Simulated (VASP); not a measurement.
Write the native input for VASP 6.6.1 that does the following.

* Task: single point
* Functional: PBE
* Potentials or basis: VASP PAW PBE potentials, release 64 (Na_pv)
* Cutoff: 520 eV
* k mesh: 15 × 15 × 8
* Occupations: gaussian, width 0.15 eV
* Spin: no spin polarisation
* Dipole correction: no
* Further INCAR settings: ALGO = Fast; EDIFF = 1e-06; NBANDS = 14

The structure of Na lies in POSCAR:

```
Na
1.0
    3.8947955076      0.0000000000      0.0000000000
   -1.9473977538      3.3729918521      0.0000000000
    0.0000000000      0.0000000000      6.1030356778
Na
2
Direct
    0.2087136969      0.6666666667      0.2500000000
    0.7912863031      0.3333333333      0.7500000000
```

This cell differs from its parent crystal: atoms displaced along a vibrational mode, the cell strained.

The input as run:

INCAR

```
PREC = Accurate ; ENCUT = 520
EDIFF = 1E-6 ; ISMEAR = 0
SIGMA = 0.15 ; LREAL = False
LASPH = True ; NELM = 80
ALGO = Fast ; ISIF = 2
LWAVE = False ; LCHARG = False
GGA = PE ; NBANDS = 14
```

KPOINTS

```
regular mesh
0
Gamma
  15 15 8
```

Potentials or basis: VASP PAW PBE potentials, release 64 (Na_pv).

The run is started by

```console
$ cat potpaw_PBE.64/Na_pv/POTCAR > POTCAR
$ mpirun -np 1 vasp_std > vasp.out
```

Results of the run:

```
Pressure               : -0.4 GPa
Largest force          : 0.124 eV/Å
Band gap on the k mesh : zero (bands 7 and 8 overlap by 4.04 eV)
```

Caveat: the cell differs from its parent crystal (atoms displaced along a vibrational mode, the cell strained).

Run time: 13 min on 1 thread of Intel Xeon 8259CL, with other jobs on the host, peak memory 0.55 GiB.
